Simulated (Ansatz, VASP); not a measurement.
**Two plane-wave programs on Bi2Te3**

```
Te Bi
1.0
     4.33120    0.00000    0.00000
    -2.16560    3.75093    0.00000
     0.00000    0.00000   61.23722
Te Bi
6 4
Cartesian
  0.0000 0.0000 21.9023
  2.1656 1.2503 25.6094
  0.0000 2.5006 29.3443
  2.1656 1.2503 31.8930
  0.0000 2.5006 35.6278
  0.0000 0.0000 39.3349
  0.0000 2.5006 23.5975
  0.0000 0.0000 27.6166
  0.0000 0.0000 33.6206
  2.1656 1.2503 37.6397
```

Alike in both runs: functional LDA; k mesh 9 × 9 × 1; occupations gaussian, width 0.02 eV; no spin polarisation.

Ansatz relaxed the structure, and its values are those at the end. VASP's run is a single point on that final structure, the one shown.

|  | VASP | Ansatz |
| --- | --- | --- |
| version | VASP 6.6.1 | Ansatz 0.2.0 |
| potentials or method | VASP PAW LDA potentials, release 64 (Te, Bi_d), cutoff 520 eV | scalar-relativistic, plane waves, PAW |
| valence electrons in the cell | 96 | 156 |

|  | VASP | Ansatz | Ansatz less VASP |
| --- | --- | --- | --- |
| gap on the k mesh at the Fermi level (eV) | 0.50 | 0.51 | +0.017 |
| least direct gap on the mesh (eV) | 0.50 | 0.51 | +0.017 |
| rms of the force components (eV/Å) | 0.016 | 0.001 | -0.0141 |

LDA's correlation is that of Perdew and Zunger in VASP and of Perdew and Wang (1992) in Ansatz. VASP's potentials hold 96 valence electrons a cell and Ansatz's 156, so a difference there can come from the potentials and not from the codes.

Spin-orbit coupling is off throughout.
